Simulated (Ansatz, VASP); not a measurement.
**One calculation of Nb, two programs**

```xyz
1
Lattice="-1.6332 1.6332 1.6332 1.6332 -1.6332 1.6332 1.6332 1.6332 -1.6332" Properties=species:S:1:pos:R:3 pbc="T T T"
Nb    0.0000    0.0000    0.0000
```

Alike in both runs: functional PBE; dispersion D3(BJ); k mesh 18 × 18 × 18; occupations gaussian, width 0.1 eV; no spin polarisation.

Ansatz relaxed the structure, and its values are those at the end. VASP's run is a single point on that final structure, the one shown.

|  | VASP | Ansatz |
| --- | --- | --- |
| version | VASP 6.6.1 | Ansatz 0.2.0 |
| potentials or method | VASP PAW PBE potentials, release 64 (Nb_sv), cutoff 520 eV | scalar-relativistic, plane waves, PAW |
| valence electrons in the cell | 13 | 13 |

|  | VASP | Ansatz | Ansatz less VASP |
| --- | --- | --- | --- |
| gap on the k mesh at the Fermi level (eV) | none | none | - |
| pressure (GPa) | -0.3 | 0.0 | +0.33 |

A gap of «none» marks a metal or a gap that the smearing closes.
